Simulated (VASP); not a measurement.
Set up this calculation in VASP 6.6.1, as the native input.

| Quantity | Value |
| --- | --- |
| Task | single point |
| Functional | PBEsol |
| Potentials or basis | VASP PAW PBE potentials, release 64 (Rh_sv_GW, C) |
| Cutoff | 700 eV |
| k mesh | 12 × 12 × 12 |
| Occupations | gaussian, width 0.05 eV |
| Spin | no spin polarisation |
| Hubbard terms | Rh d U = 6.0 eV |
| Dipole correction | no |
| Further INCAR settings | ALGO = Normal; EDIFF = 1e-06; NBANDS = 20 |

The structure of RhC2 lies in POSCAR:

```
RhC2
1.0
    0.0000000000      2.4412493123      2.4412493123
    2.4412493123      0.0000000000      2.4412493123
    2.4412493123      2.4412493123      0.0000000000
Rh C
1 2
Direct
    0.0000000000      0.0000000000      0.0000000000
    0.2500000000      0.2500000000      0.2500000000
    0.7500000000      0.7500000000      0.7500000000
```

These files were run (other wordings do the same):

INCAR

```
PREC = Accurate
ENCUT = 700
EDIFF = 1E-6
ISMEAR = 0
SIGMA = 0.05
LREAL = False
LASPH = True
NELM = 200
ALGO = Normal
ISIF = 2
LWAVE = False
LCHARG = False
LMAXMIX = 4
LDAU = True
LDAUTYPE = 2
LDAUL = 2 -1
LDAUU = 6 0
LDAUJ = 0 0
LDAUPRINT = 1
GGA = PS
NBANDS = 20
GGA_COMPAT = False
```

KPOINTS

```
Automatic mesh
0
Gamma
  12 12 12
```

Potentials or basis: VASP PAW PBE potentials, release 64 (Rh_sv_GW, C).

Run with:

```sh
$ cat potpaw_PBE.64/Rh_sv_GW/POTCAR potpaw_PBE.64/C/POTCAR > POTCAR
$ mpirun -np 1 vasp_std > vasp.out
```

Results of the run:

```
Pressure               : -1.2 GPa
Band gap on the k mesh : zero (an odd number of electrons rules out a gap without spin polarisation)
```

Caveat: the PAW data sets were made with another functional, which shifts forces and pressure a little; an odd number of electrons without spin polarisation forces a metal; a magnetic or distorted state may lie lower; U without spin polarisation on a metal has little footing; the U is typed as a test and isn't derived for this compound.

Run time: 30 s on 1 thread of AMD EPYC 9R45 96-Core Processor (Zen 5) (shared host), peak memory 0.2 GiB.
